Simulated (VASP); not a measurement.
# Tb (Fm-3m) in VASP: single point with PBE

Aim: the single point of Tb with PBE.

All numbers are computed with VASP 6.6.1; they aren't measurements. Logs are shortened: lines on timing, memory, paths and dates and some standing lists are left out, and cuts for length are marked.

**1. The cell of the first run**

It takes space group Fm-3m (No. 225, cubic). Conventional cell: a = 5.037 Å, b = 5.037 Å, c = 5.037 Å, α = 90.00°, β = 90.00°, γ = 90.00°. Within 4.7 Å of Tb (site symmetry m-3m) lie 12 Tb at 3.56 Å.

This isn't the form of Tb at room conditions, which is hcp.

**2. Single point, PBE, collinear spin, ferromagnetic start**

The input, INCAR:

```
ALGO = Normal
EDIFF = 1E-6
ENCUT = 520
GGA = PE
ISIF = 2
ISMEAR = 0
ISPIN = 2
LASPH = True
LCHARG = False
LMAXMIX = 6
LORBIT = 11
LREAL = False
LWAVE = False
MAGMOM = 6
NBANDS = 20
NELM = 150
PREC = Accurate
SIGMA = 0.05
```

The input, KPOINTS:

```
k-points
0
Gamma
  14 14 14
```

The input, POSCAR:

```
Tb
1.0
    0.0000000000      2.5182754115      2.5182754115
    2.5182754115      0.0000000000      2.5182754115
    2.5182754115      2.5182754115      0.0000000000
Tb
1
Direct
    0.0000000000      0.0000000000      0.0000000000
```

Potentials or basis: VASP PAW PBE potentials, release 64 (Tb).

Started as:

```sh
> cat potpaw_PBE.64/Tb/POTCAR > POTCAR
> mpirun -np 1 vasp_std > vasp.out
```

OUTCAR:

```text
EDIFF = 1E-6
   ENCUT = 520
   GGA = PE
   ISIF = 2
   ISMEAR = 0
   ISPIN = 2
   LASPH = True
   LORBIT = 11
   LREAL = False
   NELM = 150
   PREC = Accurate

 ion  position               nearest neighbor table
   1  0.000  0.000  0.000-

  LATTYP: Found a face centered cubic cell.
 ALAT       =     5.0365508230

  Lattice vectors:

 A1 = (   0.0000000000,   2.5182754115,   2.5182754115)
 A2 = (   2.5182754115,   0.0000000000,   2.5182754115)
 A3 = (   2.5182754115,   2.5182754115,   0.0000000000)

Analysis of symmetry for initial positions (statically):
=====================================================================
 Subroutine PRICEL returns:
 Original cell was already a primitive cell.

 Routine SETGRP: Setting up the symmetry group for a
 face centered cubic supercell.

 Subroutine GETGRP returns: Found 48 space group operations
 (whereof 48 operations were pure point group operations)
 out of a pool of 48 trial point group operations.

The static configuration has the point symmetry O_h .

Analysis of symmetry for dynamics (positions and initial velocities):
=====================================================================
 Subroutine PRICEL returns:
 Original cell was already a primitive cell.

 Routine SETGRP: Setting up the symmetry group for a
 face centered cubic supercell.

 Subroutine GETGRP returns: Found 48 space group operations
 (whereof 48 operations were pure point group operations)
 out of a pool of 48 trial point group operations.

The dynamic configuration has the point symmetry O_h .

Analysis of structural, dynamic, and magnetic symmetry:
=====================================================================
 Subroutine PRICEL returns:
 Original cell was already a primitive cell.

 Routine SETGRP: Setting up the symmetry group for a
 face centered cubic supercell.

 Subroutine GETGRP returns: Found 48 space group operations
 (whereof 48 operations were pure point group operations)
 out of a pool of 48 trial point group operations.

The overall configuration has the point symmetry O_h .

 Subroutine INISYM returns: Found 48 space group operations
 (whereof 48 operations are pure point group operations),
 and found     1 'primitive' translations

----------------------------------------------------------------------------------------

                                     Primitive cell

  volume of cell :      31.9403

  direct lattice vectors                    reciprocal lattice vectors
     0.000000000  2.518275411  2.518275411    -0.198548577  0.198548577  0.198548577
     2.518275411  0.000000000  2.518275411     0.198548577 -0.198548577  0.198548577
     2.518275411  2.518275411  0.000000000     0.198548577  0.198548577 -0.198548577

  length of vectors
     3.561379241  3.561379241  3.561379241     0.343896224  0.343896224  0.343896224

  position of ions in fractional coordinates (direct lattice)
     0.000000000  0.000000000  0.000000000

  ion indices of the primitive-cell ions
   primitive index   ion index
                 1           1

----------------------------------------------------------------------------------------

 KPOINTS: k-points

Automatic generation of k-mesh.
 Grid dimensions read from file:
 generate k-points for:   14   14   14

 Generating k-lattice:

  Cartesian coordinates                     Fractional coordinates (reciprocal lattice)
    -0.014182041  0.014182041  0.014182041     0.071428571  0.000000000  0.000000000
     0.014182041 -0.014182041  0.014182041     0.000000000  0.071428571  0.000000000
     0.014182041  0.014182041 -0.014182041     0.000000000  0.000000000  0.071428571

  Length of vectors
     0.024564016  0.024564016  0.024564016

  Shift w.r.t. Gamma in fractional coordinates (k-lattice)
     0.000000000  0.000000000  0.000000000

 Subroutine IBZKPT returns following result:
 ===========================================

 Found    104 irreducible k-points:

 Following reciprocal coordinates:
            Coordinates               Weight
  0.000000  0.000000  0.000000      1.000000
  0.071429  0.000000  0.000000      8.000000
  0.142857  0.000000  0.000000      8.000000
  0.214286  0.000000  0.000000      8.000000
  0.285714  0.000000  0.000000      8.000000
  0.357143  0.000000  0.000000      8.000000
[... 16 lines left out ...]
  0.214286  0.142857  0.000000     24.000000
  0.285714  0.142857  0.000000     24.000000
 [... further k-points ...]
   k-points           NKPTS =    104   k-points in BZ     NKDIM =    104   number of bands    NBANDS=     20
   number of dos      NEDOS =    301   number of ions     NIONS =      1
   total plane-waves  NPLWV =  21952
   dimension x,y,z NGX =    28 NGY =   28 NGZ =   28
   dimension x,y,z NGXF=    56 NGYF=   56 NGZF=   56
   ions per type =               1
   NGX,Y,Z   is equivalent  to a cutoff of  13.07, 13.07, 13.07 a.u.
   NGXF,Y,Z  is equivalent  to a cutoff of  26.14, 26.14, 26.14 a.u.
 SYSTEM =  unknown system
   PREC   = accura    normal or accurate (medium, high low for compatibility)
   ISTART =      0    job   : 0-new  1-cont  2-samecut
   ICHARG =      2    charge: 1-file 2-atom 10-const
   ISPIN  =      2    spin polarized calculation?
   LNONCOLLINEAR =      F non collinear calculations
   LSORBIT =      F    spin-orbit coupling
   LASPH  =      T    aspherical Exc in radial PAW
   ENCUT  =  520.0 eV  38.22 Ry    6.18 a.u.   6.62  6.62  6.62*2*pi/ulx,y,z
   NELM   =    150;   NELMIN=  2; NELMDL= -5     # of ELM steps
   EDIFF  = 0.1E-05   stopping-criterion for ELM
   LREAL  =      F    real-space projection
   EDIFFG = 0.1E-04   stopping-criterion for IOM
   NSW    =      0    number of steps for IOM
   IBRION =     -1    ionic relax: 0-MD 1-quasi-New 2-CG
   NFREE  =      0    steps in history (QN), initial steepest desc. (CG)
   ISIF   =      2    stress and relaxation
   ISYM   =      2    0-nonsym 1-usesym 2-fastsym
   POTIM  = 0.5000    time-step for ionic-motion
   TEBEG  =    0.0;   TEEND  =   0.0 temperature during run
   PSTRESS=    0.0 pullay stress
   NELECT =      19.0000    total number of electrons
   NUPDOWN=      -1.0000    fix difference up-down
   EMIN   =  10.00;   EMAX   =-10.00  energy-range for DOS
   EFERMI =   0.00;   METHOD = LEGACY
   ISMEAR =     0;   SIGMA  =   0.05  broadening in eV -4-tet -1-fermi 0-gaus
   EFERMI_NEDOS =   21; number of points for ismear=-14 and -15
   IALGO  =     38    algorithm
   IMIX   =      4    mixing-type and parameters
     AMIX     =   0.40;   BMIX     =  1.00
     AMIX_MAG =   1.60;   BMIX_MAG =  1.00
  volume/ion in A,a.u.               =      31.94       215.54
  Fermi-wavevector in a.u.,A,eV,Ry     =   1.376827  2.601826 25.791931  1.895653
  Thomas-Fermi vector in A             =   2.502036
   LORBIT       =     11    0 simple, 1 ext, 2 COOP (PROOUT), +10 PAW based schemes
   GGA     = PE    functional components
   LHFCALC =     F    Hartree Fock is set to
   AEXX    =    0.0000 exact exchange contribution
   IVDW    =     0    specifies the selected vdW correction
   LEPSILON=     F    determine dielectric tensor
   LRPA    =     F    only Hartree local field effects (RPA)
 spin polarized calculation
 Gauss-broadening in eV      SIGMA  =   0.05
  energy-cutoff  :      520.00
  volume of cell :       31.94
 maximum number of plane-waves:       883
   NGX = 13   NGY = 13   NGZ = 13

 number of electron      19.0000008 magnetization       5.8968008

 Free energy of the ion-electron system (eV)
  ---------------------------------------------------
  ext. energy  EPLUGINS =         0.00000000
  ---------------------------------------------------
  free energy    TOTEN  =        -9.53398099 eV

  energy without entropy =       -9.52763090  energy(sigma->0) =       -9.53080595

 E-fermi :   2.9175     XC(G=0): -10.1135

 val. band max:        2.9130378073   @ k =   0.4286   0.0714   0.0000
 cond. band min:       2.9179621218   @ k =  -0.3571   0.0714   0.0000
 fundamental gap:      0.0049243145
 Fermi energy:         2.9174729502

 spin component 1

 k-point     1 :       0.0000    0.0000    0.0000
  band No.  band energies     occupation
      1     -43.1947      1.00000
      2     -19.4465      1.00000
      3     -19.4465      1.00000
      4     -19.4465      1.00000
      5      -2.0445      1.00000
      6      -1.2650      1.00000
[... 12 lines left out ...]
     19      15.8470      0.00000
     20      15.8470      0.00000

 k-point     2 :       0.0714    0.0000    0.0000
  band No.  band energies     occupation
      1     -43.1917      1.00000
      2     -19.4844      1.00000
      3     -19.4512      1.00000
      4     -19.4512      1.00000
      5      -1.9026      1.00000
      6      -1.2665      1.00000
[... 498 lines left out ...]
 k-point    24 :       0.2857    0.1429    0.0000
  band No.  band energies     occupation
      1     -43.1581      1.00000
      2     -19.8110      1.00000
      3     -19.5438      1.00000
      4     -19.5366      1.00000
      5      -1.2745      1.00000
      6      -1.2520      1.00000
[... 12 lines left out ...]
     19      15.8634      0.00000
     20      17.0041      0.00000

 [... further k-points ...]

 spin component 2

 k-point     1 :       0.0000    0.0000    0.0000
  band No.  band energies     occupation
      1     -40.6172      1.00000
      2     -17.5430      1.00000
      3     -17.5430      1.00000
      4     -17.5429      1.00000
      5      -1.6863      1.00000
      6       2.5137      1.00000
[... 12 lines left out ...]
     19      16.1920      0.00000
     20      16.1921      0.00000

 k-point     2 :       0.0714    0.0000    0.0000
  band No.  band energies     occupation
      1     -40.6134      1.00000
      2     -17.5893      1.00000
      3     -17.5486      1.00000
      4     -17.5485      1.00000
      5      -1.5376      1.00000
      6       2.5118      1.00000
[... 498 lines left out ...]
 k-point    24 :       0.2857    0.1429    0.0000
  band No.  band energies     occupation
      1     -40.5718      1.00000
      2     -17.9843      1.00000
      3     -17.6584      1.00000
      4     -17.6502      1.00000
      5       0.1693      1.00000
      6       2.5110      1.00000
[... 12 lines left out ...]
     19      16.4402      0.00000
     20      17.5870      0.00000

 [... further k-points ...]

------------------------ aborting loop because EDIFF is reached ----------------------------------------

  FORCE on cell =-STRESS in cart. coord.  units (eV):
  Direction    XX          YY          ZZ          XY          YZ          ZX
  --------------------------------------------------------------------------------------
  -------------------------------------------------------------------------------------
  Total        0.0595345      0.0595345      0.0595345      0.0000000      0.0000000     -0.0000000
  in kB        2.9863408      2.9863408      2.9863408      0.0000000      0.0000000     -0.0000000
  external PRESSURE =       2.9863408 kB  Pullay stress =       0.0000000 kB

 VOLUME and BASIS-vectors are now :
 -----------------------------------------------------------------------------
  energy-cutoff  :      520.00
  volume of cell :       31.94
      direct lattice vectors                 reciprocal lattice vectors
     0.000000000  2.518275411  2.518275411    -0.198548577  0.198548577  0.198548577
     2.518275411  0.000000000  2.518275411     0.198548577 -0.198548577  0.198548577
     2.518275411  2.518275411  0.000000000     0.198548577  0.198548577 -0.198548577

 POSITION                                       TOTAL-FORCE (eV/Angst)
 -----------------------------------------------------------------------------------
      0.00000      0.00000      0.00000         0.000000     -0.000000     -0.000000
 -----------------------------------------------------------------------------------
    total drift:                               -0.000000     -0.000000     -0.000000

  FREE ENERGIE OF THE ION-ELECTRON SYSTEM (eV)
  ---------------------------------------------------
  free  energy   TOTEN  =        -9.5339809944 eV

  energy  without entropy=       -9.5276309018  energy(sigma->0) =       -9.53080595

 total charge

# of ion       s       p       d       f       tot
--------------------------------------------------
    1        2.088   5.595   0.517   8.115  16.315

 magnetization (x)

# of ion       s       p       d       f       tot
--------------------------------------------------
    1        0.001  -0.049   0.073   5.681   5.706
```

Wall time 4.5 min (1 thread of Intel Xeon Platinum 8488C (Sapphire Rapids), shared host); peak memory 0.26 GiB.

Results:

* Free energy: -9.5340 eV
* Pressure: 0.3 GPa
* Net moment: 5.90 μB per cell
* Site moments: Tb +5.71 μB
* Valence electrons inside the program's atomic spheres: Tb 16.32

Caveat: the magnetic or orbital state may not be the lowest; spin-orbit coupling is left out, which moves the levels of the heavy elements; semilocal functionals describe open f shells poorly, which spoils levels, moments and volumes. The state reached can hang on the start; a lower one may exist.
